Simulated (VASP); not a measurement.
## CoSn: single point with PBEsol

CoSn:

```
CELL_PARAMETERS angstrom
5.24604 0.00000 0.00000
-2.62302 4.54320 0.00000
0.00000 0.00000 4.18759
ATOMIC_POSITIONS crystal
Co 0.00000 0.50000 0.00000
Co 0.50000 0.50000 0.00000
Co 0.50000 0.00000 0.00000
Sn 0.66667 0.33333 0.50000
Sn 0.33333 0.66667 0.50000
Sn 0.00000 0.00000 0.00000
```

```
Program             : VASP 6.6.1
Task                : single point
Functional          : PBEsol
Potentials or basis : VASP PAW PBE potentials, release 64 (Co, Sn_d)
Cutoff              : 520 eV
k mesh              : 12 × 12 × 8
Occupations         : gaussian, width 0.1 eV
Spin                : no spin polarisation
```

```json
{
 "Pressure": "-2.2 GPa",
 "Band gap on the k mesh": "zero (an odd number of electrons rules out a gap without spin polarisation)"
}
```

Levels at points of the mesh, in eV from the Fermi level:
| k point | band 32 | band 33 | band 34 | band 35 | band 36 | band 37 |
| --- | --- | --- | --- | --- | --- | --- |
| (0.00, 0.00, 0.00) | -0.43 | -0.40 | -0.40 | 0.52 | 0.66 | 1.41 |
| (0.50, 0.00, 0.00) | -0.42 | -0.41 | 0.74 | 1.04 | 1.73 | 1.85 |
| (0.00, 0.00, 0.50) | -0.49 | -0.49 | -0.49 | -0.38 | -0.38 | -0.17 |
| (0.50, 0.00, 0.50) | -0.69 | -0.49 | -0.42 | -0.40 | -0.11 | 0.44 |

Wall time 3.7 min on 1 thread of Intel(R) Xeon(R) 6975P-C (Granite Rapids), with other jobs on the host, peak memory 0.45 GiB.

Caveat: the PAW data sets were made with another functional, which shifts forces and pressure a little; spin-orbit coupling is left out, which moves the levels of the heavy elements; the run has no spin polarisation, though such a crystal can be magnetic. Spin polarisation is off, so any magnetic state and its effect on volume and gap are missing.
